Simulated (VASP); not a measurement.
AgCl, 2 atoms in the cell. It takes space group R-3m (No. 166, trigonal). The conventional cell has a = 4.808 Å, b = 4.808 Å, c = 6.067 Å, α = 90.00°, β = 90.00°, γ = 120.00°. Within 3.9 Å of Ag (site symmetry -3m) lie 8 Cl at 2.95 to 3.03 Å and 6 Ag at 3.43 Å. Cl (site symmetry -3m) has 8 Ag at 2.95 to 3.03 Å and 6 Cl at 3.43 Å within 3.9 Å.  This cell differs from its parent crystal: equal xy, yz and zx shear strains of +2 %.

```yaml
Program: VASP 6.6.1
Task: single point
Functional: PBE
Potentials_or_basis: VASP PAW PBE potentials, release 64 (Ag, Cl)
Cutoff: 520 eV
k_mesh: 9 × 9 × 9
Occupations: fermi-dirac, width 0.01 eV
Spin: no spin polarisation
Dipole_correction: no
Further_INCAR_settings: ALGO = Normal; EDIFF = 1e-07; NBANDS = 16
```

Potentials or basis: VASP PAW PBE potentials, release 64 (Ag, Cl).

Launch:

```bash
$ cat potpaw_PBE.64/Ag/POTCAR potpaw_PBE.64/Cl/POTCAR > POTCAR
$ mpirun -np 1 vasp_std > vasp.out
```

Hardware: 1 thread of Intel(R) Xeon(R) Platinum 8488C (Sapphire Rapids) (shared host).

Estimate the wall time of this run.

Wall time 31 s on 1 thread of Intel(R) Xeon(R) Platinum 8488C (Sapphire Rapids), on a shared host, peak memory 0.19 GiB. Counts: scf iterations 13, k points 85.
